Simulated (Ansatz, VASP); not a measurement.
**MgI2 in VASP and in Ansatz**

POSCAR

```
MgI2
1.0
    4.1572130713      0.0000000000      0.0000000000
   -2.0786065356      3.6002521287      0.0000000000
    0.0000000000      0.0000000000      6.8733252316
Mg I
1 2
Direct
    0.0000000000      0.0000000000      0.0000000000
    0.3333333333      0.6666666667      0.2426220932
    0.6666666667      0.3333333333      0.7573779068
```

INCAR.step1

```
SYSTEM = MgI2
PREC = Accurate
ENCUT = 520
ISMEAR = 0
SIGMA = 0.01
LREAL = .FALSE.
LASPH = .TRUE.
NELM = 60
NBANDS = 15
GGA = PE
ALGO = Normal
EDIFF = 1E-4
LWAVE = .TRUE.
LCHARG = .FALSE.
```

The input INCAR.step2:

```
SYSTEM = MgI2
PREC = Accurate
ENCUT = 520
EDIFF = 1E-6
ISMEAR = 0
SIGMA = 0.01
LREAL = .FALSE.
LASPH = .TRUE.
NELM = 60
ALGO = Normal
ISIF = 2
LWAVE = .FALSE.
LCHARG = .FALSE.
METAGGA = R2SCAN
LMIXTAU = .TRUE.
NBANDS = 15
ISTART = 1
```

KPOINTS

```
Automatic mesh
0
G
  12 12 4
  0 0 0
```

Input for Ansatz:

```yaml
crystal:
  lattice:
    - [4.1572130713, 0.0, 0.0]
    - [-2.0786065356, 3.6002521287, 0.0]
    - [0.0, 0.0, 6.8733252316]
  atoms:
    - { symbol: Mg, position: [0.0, 0.0, 0.0] }
    - { symbol: I, position: [0.3333333333, 0.6666666667, 0.2426220932] }
    - { symbol: I, position: [0.6666666667, 0.3333333333, 0.7573779068] }
kpoints:
  mp_grid: { grid: [12, 12, 4] }
  band_path:
    path:
      - [0.0, 0.0, 0.0]
      - [0.5, 0.0, 0.0]
      - [0.3333333333, 0.3333333333, 0.0]
      - [0.0, 0.0, 0.5]
      - [0.5, 0.0, 0.5]
      - [0.3333333333, 0.3333333333, 0.5]
      - [0.5, 0.0, 0.35]
    npoints: 1
hamiltonian:
  xc: r2scan
scf:
  occupations: { method: fixed }
  n_extra_bands: 4
output:
  forces: true
  stress: true
  eigenvalues: true
```

Alike in both runs: task single point; functional r2SCAN; k mesh 12 × 12 × 4; no spin polarisation.

```csv
,VASP,Ansatz
version,VASP 6.6.1,Ansatz 0.2.0
potentials or method,"VASP PAW PBE potentials, release 64 (Mg, I)","plane waves, PAW"
plane-wave cutoff (eV),520,500
occupations,"gaussian, width 0.01 eV",fixed
valence electrons in the cell,16,44
```

```csv
,VASP,Ansatz,Ansatz less VASP
gap on the k mesh at the Fermi level (eV),4.10,4.13,+0.033
pressure (GPa),0.5,0.6,+0.12
"traceless stress, the component that is largest in VASP (GPa)",0.05,0.05,-0.008
rms of the force components (eV/Å),0.020,0.012,-0.0084
```

VASP's potentials were made for PBE, not for r2SCAN. Atom by atom the forces differ by 0.008 eV/Å (rms over components). VASP's potentials hold 16 valence electrons a cell and Ansatz's 44, so a difference there can come from the potentials and not from the codes.

Neither program's run includes spin-orbit coupling.
